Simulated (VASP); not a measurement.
# Rh (Fd-3m) in VASP: notebook

Rh is run at these levels: PBE; tasks: single point.

Everything below comes from runs of VASP 6.6.1. Logs are shortened: lines on timing, memory, paths and dates and some standing lists are left out, and cuts for length are marked.

### Step 1. The cell of the first run

Symmetry: Fd-3m, No. 227, cubic system. The conventional cell has a = 4.597 Å, b = 4.597 Å, c = 4.597 Å, α = 90.00°, β = 90.00°, γ = 90.00°. Within 2.6 Å of Rh (site symmetry -43m) lie 4 Rh at 1.99 Å.

### Step 2. Single point, PBE (volume scaled by 0.58)

Input file INCAR:

```
SYSTEM = Rh
PREC = Accurate ; ENCUT = 520
EDIFF = 1E-6 ; ISMEAR = -1
SIGMA = 0.05 ; LREAL = .False.
LASPH = .True. ; NELM = 80
ALGO = Normal ; ISIF = 2
LWAVE = .False. ; LCHARG = .False.
GGA = PE ; NBANDS = 22
```

Input file KPOINTS:

```
Automatic mesh
0
Gamma
  13 13 13
  0 0 0
```

Input file POSCAR:

```
Rh
1.0
    0.0000000000      2.2985838601      2.2985838601
    2.2985838601      0.0000000000      2.2985838601
    2.2985838601      2.2985838601      0.0000000000
Rh
2
Direct
   -0.1250000000     -0.1250000000     -0.1250000000
    0.1250000000      0.1250000000      0.1250000000
```

Potentials or basis: VASP PAW PBE potentials, release 64 (Rh_pv).

Run with:

```sh
cat potpaw_PBE.64/Rh_pv/POTCAR > POTCAR
mpirun -np 1 vasp_std > vasp.out
```

OUTCAR:

```text
SYSTEM = Rh
   PREC = Accurate
   ENCUT = 520
   EDIFF = 1E-6
   ISMEAR = -1
   LREAL = .False.
   LASPH = .True.
   NELM = 80
   ISIF = 2
   GGA = PE

 ion  position               nearest neighbor table
   1  0.875  0.875  0.875-   2 1.99   2 1.99   2 1.99   2 1.99
   2  0.125  0.125  0.125-   1 1.99   1 1.99   1 1.99   1 1.99

  LATTYP: Found a face centered cubic cell.
 ALAT       =     4.5971677202

  Lattice vectors:

 A1 = (   0.0000000000,   2.2985838601,   2.2985838601)
 A2 = (   2.2985838601,   0.0000000000,   2.2985838601)
 A3 = (   2.2985838601,   2.2985838601,   0.0000000000)

Analysis of symmetry for initial positions (statically):
=====================================================================
 Subroutine PRICEL returns:
 Original cell was already a primitive cell.

 Routine SETGRP: Setting up the symmetry group for a
 face centered cubic supercell.

 Subroutine GETGRP returns: Found 48 space group operations
 (whereof 12 operations were pure point group operations)
 out of a pool of 48 trial point group operations.

The static configuration has the point symmetry D_3d.
 The point group associated with its full space group is O_h .

Analysis of symmetry for dynamics (positions and initial velocities):
=====================================================================
 Subroutine PRICEL returns:
 Original cell was already a primitive cell.

 Routine SETGRP: Setting up the symmetry group for a
 face centered cubic supercell.

 Subroutine GETGRP returns: Found 48 space group operations
 (whereof 12 operations were pure point group operations)
 out of a pool of 48 trial point group operations.

The dynamic configuration has the point symmetry D_3d.
 The point group associated with its full space group is O_h .

 Subroutine INISYM returns: Found 48 space group operations
 (whereof 12 operations are pure point group operations),
 and found     1 'primitive' translations

----------------------------------------------------------------------------------------

                                     Primitive cell

  volume of cell :      24.2891

  direct lattice vectors                    reciprocal lattice vectors
     0.000000000  2.298583860  2.298583860    -0.217525237  0.217525237  0.217525237
     2.298583860  0.000000000  2.298583860     0.217525237 -0.217525237  0.217525237
     2.298583860  2.298583860  0.000000000     0.217525237  0.217525237 -0.217525237

  length of vectors
     3.250688469  3.250688469  3.250688469     0.376764763  0.376764763  0.376764763

  position of ions in fractional coordinates (direct lattice)
     0.875000000  0.875000000  0.875000000
     0.125000000  0.125000000  0.125000000

  ion indices of the primitive-cell ions
   primitive index   ion index
                 1           1
                 2           2

----------------------------------------------------------------------------------------

 KPOINTS: Automatic mesh

Automatic generation of k-mesh.
 Grid dimensions read from file:
 generate k-points for:   13   13   13

 Generating k-lattice:

  Cartesian coordinates                     Fractional coordinates (reciprocal lattice)
    -0.016732711  0.016732711  0.016732711     0.076923077  0.000000000  0.000000000
     0.016732711 -0.016732711  0.016732711     0.000000000  0.076923077  0.000000000
     0.016732711  0.016732711 -0.016732711     0.000000000  0.000000000  0.076923077

  Length of vectors
     0.028981905  0.028981905  0.028981905

  Shift w.r.t. Gamma in fractional coordinates (k-lattice)
     0.000000000  0.000000000  0.000000000

 Subroutine IBZKPT returns following result:
 ===========================================

 Found     84 irreducible k-points:

 Following reciprocal coordinates:
            Coordinates               Weight
  0.000000  0.000000  0.000000      1.000000
  0.076923  0.000000  0.000000      8.000000
  0.153846  0.000000  0.000000      8.000000
  0.230769  0.000000  0.000000      8.000000
  0.307692  0.000000  0.000000      8.000000
  0.384615  0.000000  0.000000      8.000000
[... 16 lines left out ...]
  0.384615  0.153846  0.000000     24.000000
  0.461538  0.153846  0.000000     24.000000
 [... further k-points ...]
   k-points           NKPTS =     84   k-points in BZ     NKDIM =     84   number of bands    NBANDS=     22
   number of dos      NEDOS =    301   number of ions     NIONS =      2
   total plane-waves  NPLWV =  13824
   dimension x,y,z NGX =    24 NGY =   24 NGZ =   24
   dimension x,y,z NGXF=    48 NGYF=   48 NGZF=   48
   ions per type =               2
   NGX,Y,Z   is equivalent  to a cutoff of  12.27, 12.27, 12.27 a.u.
   NGXF,Y,Z  is equivalent  to a cutoff of  24.55, 24.55, 24.55 a.u.
 SYSTEM =  Rh
   PREC   = accura    normal or accurate (medium, high low for compatibility)
   ISTART =      0    job   : 0-new  1-cont  2-samecut
   ICHARG =      2    charge: 1-file 2-atom 10-const
   ISPIN  =      1    spin polarized calculation?
   LNONCOLLINEAR =      F non collinear calculations
   LSORBIT =      F    spin-orbit coupling
   LASPH  =      T    aspherical Exc in radial PAW
   ENCUT  =  520.0 eV  38.22 Ry    6.18 a.u.   6.04  6.04  6.04*2*pi/ulx,y,z
   NELM   =     80;   NELMIN=  2; NELMDL= -5     # of ELM steps
   EDIFF  = 0.1E-05   stopping-criterion for ELM
   LREAL  =      F    real-space projection
   EDIFFG = 0.1E-04   stopping-criterion for IOM
   NSW    =      0    number of steps for IOM
   IBRION =     -1    ionic relax: 0-MD 1-quasi-New 2-CG
   NFREE  =      0    steps in history (QN), initial steepest desc. (CG)
   ISIF   =      2    stress and relaxation
   ISYM   =      2    0-nonsym 1-usesym 2-fastsym
   POTIM  = 0.5000    time-step for ionic-motion
   TEBEG  =    0.0;   TEEND  =   0.0 temperature during run
   PSTRESS=    0.0 pullay stress
   NELECT =      30.0000    total number of electrons
   NUPDOWN=      -1.0000    fix difference up-down
   EMIN   =  10.00;   EMAX   =-10.00  energy-range for DOS
   EFERMI =   0.00;   METHOD = LEGACY
   ISMEAR =    -1;   SIGMA  =   0.05  broadening in eV -4-tet -1-fermi 0-gaus
   EFERMI_NEDOS =   21; number of points for ismear=-14 and -15
   IALGO  =     38    algorithm
   IMIX   =      4    mixing-type and parameters
     AMIX     =   0.40;   BMIX     =  1.00
     AMIX_MAG =   1.60;   BMIX_MAG =  1.00
  volume/ion in A,a.u.               =      12.14        81.96
  Fermi-wavevector in a.u.,A,eV,Ry     =   1.756487  3.319279 41.977320  3.085246
  Thomas-Fermi vector in A             =   2.826027
   LORBIT       =      0    0 simple, 1 ext, 2 COOP (PROOUT), +10 PAW based schemes
   GGA     = PE    functional components
   LHFCALC =     F    Hartree Fock is set to
   AEXX    =    0.0000 exact exchange contribution
   IVDW    =     0    specifies the selected vdW correction
   LEPSILON=     F    determine dielectric tensor
   LRPA    =     F    only Hartree local field effects (RPA)
 non-spin polarized calculation
  energy-cutoff  :      520.00
  volume of cell :       24.29
 maximum number of plane-waves:       666
   NGX = 13   NGY = 13   NGZ = 13

 number of electron      30.0000006 magnetization

 Free energy of the ion-electron system (eV)
  ---------------------------------------------------
  ext. energy  EPLUGINS =         0.00000000
  ---------------------------------------------------
  free energy    TOTEN  =        -3.47497031 eV

  energy without entropy =       -3.46317206  energy(sigma->0) =       -3.46907119

 E-fermi :  15.4861     XC(G=0): -14.4314

 val. band max:       15.4479927164   @ k =  -0.4615   0.3077   0.1538
 cond. band min:      15.4875093499   @ k =   0.3846   0.3846   0.0000
 fundamental gap:      0.0395166334
 Fermi energy:        15.4861015824

 k-point     1 :       0.0000    0.0000    0.0000
  band No.  band energies     occupation
      1     -34.7686      2.00000
      2     -34.7686      2.00000
      3     -34.7686      2.00000
      4     -32.2272      2.00000
      5     -32.2272      2.00000
      6     -32.2272      2.00000
[... 14 lines left out ...]
     21      29.4597      0.00000
     22      33.0898      0.00000

 k-point     2 :       0.0769    0.0000    0.0000
  band No.  band energies     occupation
      1     -34.7885      2.00000
      2     -34.7885      2.00000
      3     -34.7682      2.00000
      4     -32.2243      2.00000
      5     -32.2039      2.00000
      6     -32.2039      2.00000
[... 14 lines left out ...]
     21      30.9292      0.00000
     22      32.8329      0.00000

 k-point     3 :       0.1538    0.0000    0.0000
  band No.  band energies     occupation
      1     -34.8418      2.00000
      2     -34.8418      2.00000
      3     -34.7681      2.00000
      4     -32.2150      2.00000
      5     -32.1412      2.00000
      6     -32.1412      2.00000
[... 14 lines left out ...]
     21      30.3583      0.00000
     22      33.0978      0.00000

 k-point     4 :       0.2308    0.0000    0.0000
  band No.  band energies     occupation
      1     -34.9131      2.00000
      2     -34.9131      2.00000
      3     -34.7701      2.00000
      4     -32.1988      2.00000
      5     -32.0567      2.00000
      6     -32.0567      2.00000
[... 14 lines left out ...]
     21      30.0277      0.00000
     22      33.3055      0.00000

 k-point     5 :       0.3077    0.0000    0.0000
  band No.  band energies     occupation
      1     -34.9844      2.00000
      2     -34.9844      2.00000
      3     -34.7751      2.00000
      4     -32.1778      2.00000
      5     -31.9713      2.00000
      6     -31.9713      2.00000
[... 14 lines left out ...]
     21      30.2824      0.00000
     22      32.6485      0.00000

 k-point     6 :       0.3846    0.0000    0.0000
  band No.  band energies     occupation
      1     -35.0405      2.00000
      2     -35.0405      2.00000
      3     -34.7813      2.00000
      4     -32.1574      2.00000
      5     -31.9036      2.00000
      6     -31.9036      2.00000
[... 14 lines left out ...]
     21      30.2844      0.00000
     22      32.5104      0.00000

 k-point     7 :       0.4615    0.0000    0.0000
  band No.  band energies     occupation
      1     -35.0712      2.00000
      2     -35.0712      2.00000
      3     -34.7857      2.00000
      4     -32.1447      2.00000
      5     -31.8663      2.00000
      6     -31.8663      2.00000
[... 324 lines left out ...]
      6     -32.0412      2.00000
[... 14 lines left out ...]
     21      33.0074      0.00000
     22      33.0781      0.00000

 k-point    21 :       0.2308    0.1538    0.0000
  band No.  band energies     occupation
      1     -35.0041      2.00000
      2     -35.0006      2.00000
      3     -34.5532      2.00000
      4     -32.4409      2.00000
      5     -31.9545      2.00000
      6     -31.9523      2.00000
[... 14 lines left out ...]
     21      31.8117      0.00000
     22      32.7533      0.00000

 k-point    22 :       0.3077    0.1538    0.0000
  band No.  band energies     occupation
      1     -35.0931      2.00000
      2     -35.0703      2.00000
      3     -34.4976      2.00000
      4     -32.4826      2.00000
      5     -31.8704      2.00000
      6     -31.8524      2.00000
[... 14 lines left out ...]
     21      31.2992      0.00000
     22      31.5706      0.00000

 k-point    23 :       0.3846    0.1538    0.0000
  band No.  band energies     occupation
      1     -35.1826      2.00000
      2     -35.1223      2.00000
      3     -34.4540      2.00000
      4     -32.5070      2.00000
      5     -31.8068      2.00000
      6     -31.7549      2.00000
[... 14 lines left out ...]
     21      29.9578      0.00000
     22      32.1343      0.00000

 k-point    24 :       0.4615    0.1538    0.0000
  band No.  band energies     occupation
      1     -35.2556      2.00000
      2     -35.1471      2.00000
      3     -34.4286      2.00000
      4     -32.5141      2.00000
      5     -31.7757      2.00000
      6     -31.6767      2.00000
[... 14 lines left out ...]
     21      28.9555      0.00000
     22      33.0685      0.00000

 [... further k-points ...]
[... 5 lines left out ...]
  --------------------------------------------------------------------------------------
  -------------------------------------------------------------------------------------
  Total       41.0324204     41.0324204     41.0324204     -0.0000000     -0.0000000     -0.0000000
  in kB     2706.6161206   2706.6161206   2706.6161206     -0.0000000     -0.0000000     -0.0000000
  external PRESSURE =    2706.6161206 kB  Pullay stress =       0.0000000 kB

 VOLUME and BASIS-vectors are now :
 -----------------------------------------------------------------------------
  energy-cutoff  :      520.00
  volume of cell :       24.29
      direct lattice vectors                 reciprocal lattice vectors
     0.000000000  2.298583860  2.298583860    -0.217525237  0.217525237  0.217525237
     2.298583860  0.000000000  2.298583860     0.217525237 -0.217525237  0.217525237
     2.298583860  2.298583860  0.000000000     0.217525237  0.217525237 -0.217525237

 POSITION                                       TOTAL-FORCE (eV/Angst)
 -----------------------------------------------------------------------------------
      4.02252      4.02252      4.02252         0.000000     -0.000000     -0.000000
      0.57465      0.57465      0.57465         0.000000      0.000000      0.000000
 -----------------------------------------------------------------------------------
    total drift:                                0.000000      0.000000      0.000000

  FREE ENERGIE OF THE ION-ELECTRON SYSTEM (eV)
  ---------------------------------------------------
  free  energy   TOTEN  =        -3.4749703074 eV

  energy  without entropy=       -3.4631720635  energy(sigma->0) =       -3.46907119
```

It took 13 s on 1 thread of Intel Xeon 6975P-C (Granite Rapids), shared host; peak memory 0.16 GiB.

Results:

```yaml
Free_energy: -3.4750 eV
Pressure: 270.7 GPa
Band_gap_on_the_k_mesh: zero (band 15 reaches 16.99 eV, above the bottom of band 16 at 14.54 eV)
```

### Step 3. Single point, PBE (volume scaled by 0.68)

Input file INCAR:

```
  PREC = Accurate
  ENCUT = 520
  EDIFF = 1E-6
  ISMEAR = -1
  SIGMA = 0.05
  LREAL = False
  LASPH = True
  NELM = 60
  ALGO = Normal
  ISIF = 2
  LWAVE = False
  LCHARG = False
  GGA = PE
  NBANDS = 22
```

Input file KPOINTS:

```
regular mesh
0
Gamma
  13 13 13
```

Input file POSCAR:

```
Rh
1.0
    0.0000000000      2.4237472311      2.4237472311
    2.4237472311      0.0000000000      2.4237472311
    2.4237472311      2.4237472311      0.0000000000
Rh
2
Direct
   -0.1250000000     -0.1250000000     -0.1250000000
    0.1250000000      0.1250000000      0.1250000000
```

Potentials or basis: VASP PAW PBE potentials, release 64 (Rh_pv).

Run with:

```sh
cat potpaw_PBE.64/Rh_pv/POTCAR > POTCAR
mpirun -np 1 vasp_std > vasp.out
```

Wall time 26 s (1 thread of Intel Xeon 6975P-C (Granite Rapids), shared host); peak memory 0.18 GiB.

It converged, with:

| Item | Value |
| --- | --- |
| Free energy | -8.5322 eV |
| Pressure | 131.6 GPa |
| Band gap on the k mesh | zero (band 15 reaches 13.48 eV, above the bottom of band 16 at 11.48 eV) |

Levels at points of the mesh, in eV from the Fermi level:
```csv
k point,band 11,band 12,band 13,band 14,band 15,band 16,band 17,band 18,band 19,band 20
"(0.00, 0.00, 0.00)",-6.02,-6.02,-2.23,-2.23,-2.23,0.97,0.97,13.41,13.85,13.85
```

### Step 4. Single point, PBE (volume scaled by 0.68)

Input file INCAR:

```
SYSTEM = Rh
ALGO     = Normal         ! electronic algorithm
EDIFF    = 1E-7           ! SCF threshold, eV
ENCUT    = 520            ! plane-wave cutoff, eV
GGA      = PE             ! functional
ISIF     = 2              ! what is computed and relaxed
ISMEAR   = -1             ! smearing method
LASPH    = .TRUE.         ! aspherical terms in the spheres
LCHARG   = .FALSE.        ! write CHGCAR
LREAL    = .FALSE.        ! projectors in reciprocal space
LWAVE    = .FALSE.        ! write WAVECAR
NBANDS   = 22             ! bands
NELM     = 100            ! most SCF steps
PREC     = Accurate       ! precision mode
SIGMA    = 0.05           ! smearing width, eV
```

Input file KPOINTS:

```
k-points
0
G
  13 13 13
  0 0 0
```

POSCAR is that of step 3.

Run with:

```sh
cat potpaw_PBE.64/Rh_pv/POTCAR > POTCAR
mpirun -np 1 vasp_std > vasp.out
```

It took 28 s on 1 thread of Intel Xeon 6975P-C (Granite Rapids), shared host; peak memory 0.18 GiB.

It converged, with:

| Item | Value |
| --- | --- |
| Free energy | -8.5322 eV |
| Pressure | 131.6 GPa |
| Band gap on the k mesh | zero (band 15 reaches 13.48 eV, above the bottom of band 16 at 11.48 eV) |

Levels at points of the mesh, in eV from the Fermi level:
| k point | band 13 | band 14 | band 15 | band 16 | band 17 | band 18 |
| --- | --- | --- | --- | --- | --- | --- |
| (0.00, 0.00, 0.00) | -2.23 | -2.23 | -2.23 | 0.97 | 0.97 | 13.41 |

### Step 5. Single point, PBE (volume scaled by 0.78)

Input file INCAR:

```
ALGO     = Normal         # electronic algorithm
EDIFF    = 1E-7           # SCF threshold, eV
ENCUT    = 520            # plane-wave cutoff, eV
GGA      = PE             # functional
ISIF     = 2              # what is computed and relaxed
ISMEAR   = -1             # smearing method
LASPH    = True           # aspherical terms in the spheres
LCHARG   = False          # write CHGCAR
LREAL    = False          # projectors in reciprocal space
LWAVE    = False          # write WAVECAR
NBANDS   = 22             # bands
NELM     = 100            # most SCF steps
PREC     = Accurate       # precision mode
SIGMA    = 0.05           # smearing width, eV
```

Input file KPOINTS:

```
k-points
0
Gamma
  13 13 13
```

Input file POSCAR:

```
Rh
1.0
    0.0000000000      2.5371679847      2.5371679847
    2.5371679847      0.0000000000      2.5371679847
    2.5371679847      2.5371679847      0.0000000000
Rh
2
Direct
   -0.1250000000     -0.1250000000     -0.1250000000
    0.1250000000      0.1250000000      0.1250000000
```

Run with:

```sh
cat potpaw_PBE.64/Rh_pv/POTCAR > POTCAR
mpirun -np 1 vasp_std > vasp.out
```

Wall time 29 s (1 thread of Intel Xeon 6975P-C (Granite Rapids), shared host); peak memory 0.18 GiB.

Results (log left out):

- Free energy: -10.9437 eV
- Pressure: 60.5 GPa
- Band gap on the k mesh: zero (band 15 reaches 10.86 eV, above the bottom of band 16 at 9.20 eV)

Levels at points of the mesh, in eV from the Fermi level:
```tsv
k point	band 11	band 12	band 13	band 14	band 15	band 16	band 17	band 18	band 19	band 20
(0.00, 0.00, 0.00)	-5.21	-5.21	-1.95	-1.95	-1.95	0.68	0.68	13.19	13.61	13.61
```

### Step 6. The runs side by side

| cell | gap on the mesh (eV) | pressure (GPa) |
| --- | --- | --- |
| a = 3.251 Å, angles 60.0°, 2 atoms | none | 270.7 |
| a = 3.428 Å, angles 60.0°, 2 atoms | none | 131.6 |
| a = 3.588 Å, angles 60.0°, 2 atoms | none | 60.5 |

Alike in all rows: task single point; level PBE; potentials or basis VASP PAW PBE potentials, release 64 (Rh_pv); no spin polarisation; k mesh 13 × 13 × 13; cutoff (eV) 520; smearing fermi-dirac 0.05 eV.

Total energies depend on the potentials used, so only differences within one code and one set of settings carry meaning.
